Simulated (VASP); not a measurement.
NbAs:

```
CELL_PARAMETERS angstrom
0.00000 2.90678 2.90678
2.90678 0.00000 2.90678
2.90678 2.90678 0.00000
ATOMIC_POSITIONS crystal
Nb 0.00000 0.00000 0.00000
As 0.25000 0.25000 0.25000
```

Base run:

```yaml
Program: VASP 6.6.1
Functional: PBE
Potentials_or_basis: VASP PAW PBE potentials, release 64 (Nb_sv, As)
Cutoff: 500 eV
k_mesh: 12 × 12 × 12
Occupations: gaussian, width 0.1 eV
Spin: collinear spin
Starting_moments: "[0.19, -0.01] μB"
Fixed_moment: 0.25 μB
```

Its results: pressure 0.2 GPa; site moments Nb +0.20; As -0.01 μB.

**Question.** After a change of settings the same cell gave: pressure 1.5 GPa; site moments Nb +0.79; As -0.03 μB. Which change was it?
A. fixed moment from 0.25 μB to none; moments at the start from [0.19, -0.01] to [2.5, 0.0]
B. fixed moment from 0.25 μB to 1 μB; moments at the start from [0.19, -0.01] to [0.73, -0.03]
C. fixed moment from 0.25 μB to 2 μB; moments at the start from [0.19, -0.01] to [1.35, -0.05]
D. fixed moment from 0.25 μB to 1.75 μB; moments at the start from [0.19, -0.01] to [1.2, -0.04]

**Answer.** B.

Caveats: the total moment is fixed, so each spin has its own Fermi level.
